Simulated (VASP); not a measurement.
Wanted: the native input for a VASP 6.6.1 run.

* Task: single point
* Functional: LDA
* Potentials or basis: VASP PAW LDA potentials, release 64 (S, Mg)
* Cutoff: 520 eV
* k mesh: 8 × 8 × 8
* Occupations: fermi-dirac, width 0.05 eV
* Spin: no spin polarisation
* Dipole correction: no
* Further INCAR settings: ALGO = Normal; EDIFF = 1e-07; NBANDS = 11

The structure of MgS lies in POSCAR:

```
MgS
1.0
    0.0000000000      2.7948299470      2.7948299470
    2.7948299470      0.0000000000      2.7948299470
    2.7948299470      2.7948299470      0.0000000000
S Mg
1 1
Direct
    0.2500000000      0.2500000000      0.2500000000
    0.0000000000      0.0000000000      0.0000000000
```

This cell differs from its parent crystal: volume scaled by 0.96.

The input as run:

INCAR

```
PREC = Accurate
ENCUT = 520
EDIFF = 1E-7
ISMEAR = -1
SIGMA = 0.05
LREAL = False
LASPH = True
NELM = 60
ALGO = Normal
ISIF = 2
LWAVE = False
LCHARG = False
NBANDS = 11
```

KPOINTS

```
Automatic mesh
0
Gamma
  8 8 8
```

Potentials or basis: VASP PAW LDA potentials, release 64 (S, Mg).

Launch:

```bash
$ cat potpaw_LDA.64/S/POTCAR potpaw_LDA.64/Mg/POTCAR > POTCAR
$ mpirun -np 1 vasp_std > vasp.out
```

It gave:

```yaml
Pressure: -0.2 GPa
Band_gap_on_the_k_mesh: 3.39 eV, direct
```

It took 10 s on 1 thread of Intel(R) Xeon(R) 6975P-C (Granite Rapids) (shared host), peak memory 0.15 GiB.
